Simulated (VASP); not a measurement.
# Zn (P6_3/mmc) in VASP: further runs, part 2 of 2

VASP 6.6.1. Earlier steps stand in the parts before.

### 4 Single point, PBEsol (volume scaled by 0.96)

INCAR

```
SYSTEM = Zn
ALGO = Normal
EDIFF = 1E-6
ENCUT = 520
GGA = PS
ISIF = 2
ISMEAR = -1
LASPH = .TRUE.
LCHARG = .TRUE.
LELF = .TRUE.
LREAL = .FALSE.
LVHAR = .TRUE.
LWAVE = .FALSE.
NBANDS = 32
NELM = 60
PREC = Accurate
SIGMA = 0.1
```

KPOINTS

```
k-points
0
G
  16 16 4
  0 0 0
```

POSCAR

```
Zn
1.0
    2.5712350966      0.0000000000      0.0000000000
   -1.2856175483      2.2267549128      0.0000000000
    0.0000000000      0.0000000000      9.5271757990
Zn
4
Direct
    1.0000000000      0.0000000000      1.0000000000
    1.0000000000      1.0000000000      0.5000000000
    0.3333333333      0.6666666667      0.2500000000
    0.6666666667      0.3333333333      0.7500000000
```

Potentials or basis: VASP PAW PBE potentials, release 64 (Zn).

Command:

```console
> cat potpaw_PBE.64/Zn/POTCAR > POTCAR
> mpirun -np 1 vasp_std > vasp.out
```

OUTCAR:

```text
SYSTEM = Zn
   EDIFF = 1E-6
   ENCUT = 520
   GGA = PS
   ISIF = 2
   ISMEAR = -1
   LASPH = .TRUE.
   LREAL = .FALSE.
   NELM = 60
   PREC = Accurate

 ion  position               nearest neighbor table
   1  0.000  0.000  0.000-   3 2.81   4 2.81   4 2.81   3 2.81   4 2.81   3 2.81
   2  0.000  0.000  0.500-   3 2.81   4 2.81   4 2.81   3 2.81   4 2.81   3 2.81
   3  0.333  0.667  0.250-   1 2.81   2 2.81   1 2.81   2 2.81   1 2.81   2 2.81
   4  0.667  0.333  0.750-   1 2.81   2 2.81   1 2.81   2 2.81   1 2.81   2 2.81

  LATTYP: Found a hexagonal cell.
 ALAT       =     2.5712350966
 C/A-ratio  =     3.7052915976

  Lattice vectors:

 A1 = (   2.5712350966,   0.0000000000,   0.0000000000)
 A2 = (  -1.2856175483,   2.2267549128,   0.0000000000)
 A3 = (   0.0000000000,   0.0000000000,   9.5271757990)

Analysis of symmetry for initial positions (statically):
=====================================================================
 Subroutine PRICEL returns:
 Original cell was already a primitive cell.

 Routine SETGRP: Setting up the symmetry group for a
 hexagonal supercell.

 Subroutine GETGRP returns: Found 24 space group operations
 (whereof 12 operations were pure point group operations)
 out of a pool of 24 trial point group operations.

The static configuration has the point symmetry D_3d.
 The point group associated with its full space group is D_6h.

Analysis of symmetry for dynamics (positions and initial velocities):
=====================================================================
 Subroutine PRICEL returns:
 Original cell was already a primitive cell.

 Routine SETGRP: Setting up the symmetry group for a
 hexagonal supercell.

 Subroutine GETGRP returns: Found 24 space group operations
 (whereof 12 operations were pure point group operations)
 out of a pool of 24 trial point group operations.

The dynamic configuration has the point symmetry D_3d.
 The point group associated with its full space group is D_6h.

 Subroutine INISYM returns: Found 24 space group operations
[... 121 lines left out ...]
     AMIX_MAG =   1.60;   BMIX_MAG =  1.00
  volume/ion in A,a.u.               =      13.64        92.03
  Fermi-wavevector in a.u.,A,eV,Ry     =   1.568781  2.964567 33.484962  2.461075
  Thomas-Fermi vector in A             =   2.670762
   LORBIT       =      0    0 simple, 1 ext, 2 COOP (PROOUT), +10 PAW based schemes
   GGA     = PS    functional components
   LHFCALC =     F    Hartree Fock is set to
   AEXX    =    0.0000 exact exchange contribution
   IVDW    =     0    specifies the selected vdW correction
   LEPSILON=     F    determine dielectric tensor
   LRPA    =     F    only Hartree local field effects (RPA)
 non-spin polarized calculation
  energy-cutoff  :      520.00
  volume of cell :       54.55
 maximum number of plane-waves:      1500
 NGX is ok and might be reduce to    20
   NGX =  9   NGY =  9   NGZ = 35

 number of electron      48.0000039 magnetization

 Free energy of the ion-electron system (eV)
  ---------------------------------------------------
  ext. energy  EPLUGINS =         0.00000000
  ---------------------------------------------------
  free energy    TOTEN  =        -6.29660742 eV

  energy without entropy =       -6.27918129  energy(sigma->0) =       -6.28789436

 E-fermi :   3.7773     XC(G=0): -12.2867

 val. band max:        3.7293786091   @ k =   0.3750   0.2500   0.0000
 cond. band min:       3.8310328516   @ k =   0.1875   0.1875   0.0000
 fundamental gap:      0.1016542425
 Fermi energy:         3.7772606274

 k-point     1 :       0.0000    0.0000    0.0000
  band No.  band energies     occupation
      1      -7.5688      2.00000
      2      -6.1378      2.00000
      3      -6.1333      2.00000
      4      -5.3711      2.00000
      5      -4.4815      2.00000
      6      -4.2549      2.00000
[... 829 lines left out ...]
     31      11.3118      0.00000
     32      12.7288      0.00000

 [... further k-points ...]

------------------------ aborting loop because EDIFF is reached ----------------------------------------

  FORCE on cell =-STRESS in cart. coord.  units (eV):
  Direction    XX          YY          ZZ          XY          YZ          ZX
  --------------------------------------------------------------------------------------
  -------------------------------------------------------------------------------------
  Total        1.8598187      1.8598187      1.0337336      0.0000000     -0.0000000      0.0000000
  in kB       54.6264276     54.6264276     30.3627295      0.0000000     -0.0000000      0.0000000
  external PRESSURE =      46.5385282 kB  Pullay stress =       0.0000000 kB

 VOLUME and BASIS-vectors are now :
 -----------------------------------------------------------------------------
  energy-cutoff  :      520.00
  volume of cell :       54.55
      direct lattice vectors                 reciprocal lattice vectors
     2.571235097  0.000000000  0.000000000     0.388918151  0.224541999  0.000000000
    -1.285617548  2.226754913  0.000000000     0.000000000  0.449083999  0.000000000
     0.000000000  0.000000000  9.527175799     0.000000000  0.000000000  0.104962900

 POSITION                                       TOTAL-FORCE (eV/Angst)
 -----------------------------------------------------------------------------------
      0.00000      0.00000      0.00000         0.000000      0.000000      0.000000
      0.00000      0.00000      4.76359         0.000000      0.000000      0.000000
     -0.00000      1.48450      2.38179        -0.000000     -0.000000      0.000000
      1.28562      0.74225      7.14538         0.000000      0.000000     -0.000000
 -----------------------------------------------------------------------------------
    total drift:                                0.000000     -0.000000      0.000000

  FREE ENERGIE OF THE ION-ELECTRON SYSTEM (eV)
  ---------------------------------------------------
  free  energy   TOTEN  =        -6.2966074177 eV

  energy  without entropy=       -6.2791812944  energy(sigma->0) =       -6.28789436
```

OSZICAR:

```text
N       E                     dE             d eps       ncg     rms          rms(c)
DAV:   1     0.291505981534E+03    0.29151E+03   -0.23367E+04  5944   0.247E+03
DAV:   2     0.119323916992E+02   -0.27957E+03   -0.26482E+03  5768   0.404E+02
DAV:   3    -0.679769592644E+01   -0.18730E+02   -0.18561E+02  6616   0.116E+02
DAV:   4    -0.701968033026E+01   -0.22198E+00   -0.22192E+00  6336   0.140E+01
DAV:   5    -0.702002017503E+01   -0.33984E-03   -0.33984E-03  6712   0.479E-01    0.748E+00
DAV:   6    -0.634646930640E+01    0.67355E+00   -0.30504E+00  6688   0.297E+01    0.517E+00
DAV:   7    -0.631332424807E+01    0.33145E-01   -0.12195E-01  6856   0.493E+00    0.270E+00
DAV:   8    -0.629677687791E+01    0.16547E-01   -0.63991E-03  7736   0.216E+00    0.136E-01
DAV:   9    -0.629661595018E+01    0.16093E-03   -0.13786E-03  7528   0.118E+00    0.484E-02
DAV:  10    -0.629660320550E+01    0.12745E-04   -0.36911E-04  7368   0.361E-01    0.246E-02
DAV:  11    -0.629660745081E+01   -0.42453E-05   -0.12576E-04  6536   0.286E-01    0.107E-02
DAV:  12    -0.629660750302E+01   -0.52210E-07   -0.13044E-05  6664   0.114E-01    0.310E-03
DAV:  13    -0.629660741771E+01    0.85312E-07   -0.34183E-06  5456   0.548E-02
   1 F= -.62966074E+01 E0= -.62878944E+01  d E =-.174261E-01
```

Run time: 1.8 min. Hardware: 1 thread of Intel Xeon 6975P-C, shared host; peak memory 0.25 GiB.

What came out:

```yaml
Free_energy: -6.2966 eV
Pressure: 4.7 GPa
Band_gap_on_the_k_mesh: zero (band 24 reaches 5.17 eV, above the bottom of band 25 at 0.84 eV)
```

Caveat: the cell differs from its parent crystal (volume scaled by 0.96); the PAW data sets were made with another functional, which shifts forces and pressure a little.

### 5 Single point, PBEsol

This run uses another cell than the first one, of 14.21 Å³/atom, 1.136 times its volume.

INCAR

```
PREC     = Accurate       # precision mode
ENCUT    = 520            # plane-wave cutoff, eV
EDIFF    = 1E-7           # SCF threshold, eV
ISMEAR   = -1             # smearing method
SIGMA    = 0.1            # smearing width, eV
LREAL    = False          # projectors in reciprocal space
LASPH    = True           # aspherical terms in the spheres
NELM     = 60             # most SCF steps
ALGO     = Normal         # electronic algorithm
ISIF     = 2              # what is computed and relaxed
LWAVE    = False          # write WAVECAR
LCHARG   = False          # write CHGCAR
GGA      = PS             # functional
NBANDS   = 32             # bands
```

KPOINTS

```
regular mesh
0
Gamma
  16 16 4
```

POSCAR

```
Zn
1.0
    2.6064618726      0.0000000000      0.0000000000
   -1.3032309363      2.2572621957      0.0000000000
    0.0000000000      0.0000000000      9.6577012761
Zn
4
Direct
    1.0000000000      0.0000000000      1.0000000000
    1.0000000000      1.0000000000      0.5000000000
    0.3333333333      0.6666666667      0.2500000000
    0.6666666667      0.3333333333      0.7500000000
```

Command:

```console
> cat potpaw_PBE.64/Zn/POTCAR > POTCAR
> mpirun -np 1 vasp_std > vasp.out
```

Wall time 1.9 min (1 thread of Intel Xeon 6975P-C, shared host); peak memory 0.25 GiB.

The run converged. Its results:

- Free energy: -6.3322 eV
- Pressure: 0.5 GPa
- Band gap on the k mesh: zero (band 24 reaches 4.81 eV, above the bottom of band 25 at 0.48 eV)

Stress tensor (GPa, compression positive):
```
 0.77  0.00  0.00
 0.00  0.77  0.00
 0.00  0.00 -0.19
```

Levels at points of the mesh, in eV from the Fermi level:
```tsv
k point	band 20	band 21	band 22	band 23	band 24	band 25	band 26	band 27	band 28	band 29
(0.00, 0.00, 0.00)	-7.29	-7.29	-7.18	-7.18	-4.02	-2.98	4.82	4.82	14.28	18.03
(0.50, 0.00, 0.00)	-6.96	-3.05	-2.56	-2.09	-1.76	0.04	0.12	3.21	4.08	4.12
(0.00, 0.00, 0.50)	-7.21	-7.21	-7.21	-6.40	-6.40	0.31	0.31	9.96	9.96	18.65
(0.50, 0.00, 0.50)	-6.97	-2.82	-2.82	-2.03	-2.03	0.75	0.75	2.01	2.01	6.89
```

Caveat: the PAW data sets were made with another functional, which shifts forces and pressure a little.

### 6 Single point, PBEsol (volume scaled by 1.04)

INCAR

```
  ALGO = Normal
  EDIFF = 1E-6
  ENCUT = 520
  GGA = PS
  ISIF = 2
  ISMEAR = -1
  LASPH = T
  LCHARG = F
  LREAL = F
  LWAVE = F
  NBANDS = 32
  NELM = 80
  PREC = Accurate
  SIGMA = 0.1
```

KPOINTS

```
k-points
0
Gamma
  16 16 4
```

POSCAR

```
Zn
1.0
    2.6407613569      0.0000000000      0.0000000000
   -1.3203806784      2.2869664204      0.0000000000
    0.0000000000      0.0000000000      9.7847908672
Zn
4
Direct
    1.0000000000      0.0000000000      1.0000000000
    1.0000000000      1.0000000000      0.5000000000
    0.3333333333      0.6666666667      0.2500000000
    0.6666666667      0.3333333333      0.7500000000
```

Potentials or basis: VASP PAW PBE potentials, release 64 (Zn).

Command:

```console
> cat potpaw_PBE.64/Zn/POTCAR > POTCAR
> mpirun -np 1 vasp_std > vasp.out
```

It took 1.7 min on 1 thread of Intel Xeon 6975P-C, shared host; peak memory 0.26 GiB.

It converged, with:

```
Free energy            : -6.3148 eV
Pressure               : -2.8 GPa
Band gap on the k mesh : zero (band 24 reaches 4.47 eV, above the bottom of band 25 at 0.16 eV)
```

Stress tensor (GPa, compression positive):
```
-2.89  0.00  0.00
 0.00 -2.89  0.00
 0.00  0.00 -2.75
```

Levels at points of the mesh, in eV from the Fermi level:
```csv
k point,band 22,band 23,band 24,band 25,band 26,band 27
"(0.00, 0.00, 0.00)",-7.11,-7.11,-3.81,-3.01,4.69,4.69
"(0.50, 0.00, 0.00)",-2.48,-1.96,-1.69,-0.03,0.03,3.07
"(0.00, 0.00, 0.50)",-7.14,-6.24,-6.24,0.29,0.29,9.71
"(0.50, 0.00, 0.50)",-2.69,-1.98,-1.98,0.70,0.70,1.90
```

Caveat: the cell differs from its parent crystal (volume scaled by 1.04); the PAW data sets were made with another functional, which shifts forces and pressure a little.

### 7 Single point, PBEsol (volume scaled by 1.08)

INCAR

```
PREC = Accurate
ENCUT = 520
EDIFF = 1E-6
ISMEAR = -1
SIGMA = 0.1
LREAL = False
LASPH = True
NELM = 80
ALGO = Normal
ISIF = 2
LWAVE = False
LCHARG = False
GGA = PS
NBANDS = 32
```

KPOINTS

```
regular mesh
0
Gamma
  16 16 4
```

POSCAR

```
Zn
1.0
    2.6741922648      0.0000000000      0.0000000000
   -1.3370961324      2.3159184360      0.0000000000
    0.0000000000      0.0000000000      9.9086621294
Zn
4
Direct
    1.0000000000      0.0000000000      1.0000000000
    1.0000000000      1.0000000000      0.5000000000
    0.3333333333      0.6666666667      0.2500000000
    0.6666666667      0.3333333333      0.7500000000
```

Command:

```console
> cat potpaw_PBE.64/Zn/POTCAR > POTCAR
> mpirun -np 1 vasp_std > vasp.out
```

It took 1.8 min on 1 thread of Intel Xeon 6975P-C, shared host; peak memory 0.26 GiB.

The run converged. Its results:

| Item | Value |
| --- | --- |
| Free energy | -6.2567 eV |
| Pressure | -5.2 GPa |
| Band gap on the k mesh | zero (band 24 reaches 4.15 eV, above the bottom of band 25 at -0.14 eV) |

Stress tensor (GPa, compression positive):
```
-5.54  0.00  0.00
 0.00 -5.54  0.00
 0.00  0.00 -4.62
```

Levels at points of the mesh, in eV from the Fermi level:
```csv
k point,band 20,band 21,band 22,band 23,band 24,band 25,band 26,band 27,band 28,band 29
"(0.00, 0.00, 0.00)",-7.14,-7.14,-7.04,-7.04,-3.60,-3.02,4.58,4.58,13.59,17.22
"(0.50, 0.00, 0.00)",-6.85,-2.78,-2.41,-1.83,-1.61,-0.09,-0.04,2.95,3.71,3.99
"(0.00, 0.00, 0.50)",-7.07,-7.07,-7.07,-6.08,-6.08,0.29,0.29,9.48,9.48,17.60
"(0.50, 0.00, 0.50)",-6.85,-2.56,-2.56,-1.93,-1.93,0.67,0.67,1.79,1.79,6.57
```

Caveat: the cell differs from its parent crystal (volume scaled by 1.08); the PAW data sets were made with another functional, which shifts forces and pressure a little.

### 8 Summary

```tsv
cell	gap on the mesh (eV)	pressure (GPa)
a = 2.498, b = 2.498, c = 9.255 Å, angles 90.0, 90.0, 120.0°, 4 atoms	none	17.0
a = 2.535, b = 2.535, c = 9.393 Å, angles 90.0, 90.0, 120.0°, 4 atoms	none	10.1
a = 2.571, b = 2.571, c = 9.527 Å, angles 90.0, 90.0, 120.0°, 4 atoms	none	4.7
a = 2.606, b = 2.606, c = 9.658 Å, angles 90.0, 90.0, 120.0°, 4 atoms	none	0.5
a = 2.641, b = 2.641, c = 9.785 Å, angles 90.0, 90.0, 120.0°, 4 atoms	none	-2.8
a = 2.674, b = 2.674, c = 9.909 Å, angles 90.0, 90.0, 120.0°, 4 atoms	none	-5.2
```

Alike in all rows: task single point; level PBEsol; potentials or basis VASP PAW PBE potentials, release 64 (Zn); no spin polarisation; k mesh 16 × 16 × 4; cutoff (eV) 520; smearing fermi-dirac 0.1 eV.

Caveats: the PAW data sets were made with another functional, which shifts forces and pressure a little.

Total energies depend on the potentials used, so only differences within one code and one set of settings carry meaning.
